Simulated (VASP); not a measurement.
Ca, 1 atom in the cell. Symmetry: Pm-3m, No. 221, cubic system. Conventional cell: a = 3.489 Å, b = 3.489 Å, c = 3.489 Å, α = 90.00°, β = 90.00°, γ = 90.00°. Within 4.6 Å of Ca (site symmetry m-3m) lie 6 Ca at 3.49 Å. 

| Item | Value |
| --- | --- |
| Program | VASP 6.6.1 |
| Task | single point |
| Functional | LDA |
| Potentials or basis | VASP PAW LDA potentials, release 64 (Ca_sv) |
| Cutoff | 520 eV |
| k mesh | 8 × 8 × 8 |
| Occupations | gaussian, width 0.05 eV |
| Spin | no spin polarisation |
| Dipole correction | no |
| Further INCAR settings | ALGO = Fast; EDIFF = 1e-06; NBANDS = 11 |

Potentials or basis: VASP PAW LDA potentials, release 64 (Ca_sv).

Command:

```console
$ cat potpaw_LDA.64/Ca_sv/POTCAR > POTCAR
$ mpirun -np 1 vasp_std > vasp.out
```

Hardware: 1 thread of AMD EPYC 7R13 Processor (Zen 3) (shared host).

**Question.** How long does it take, and how much memory?

**Answer.** Wall time 13 s on 1 thread of AMD EPYC 7R13 Processor (Zen 3), on a shared host, peak memory 0.11 GiB. Counts: scf iterations 13, k points 35.
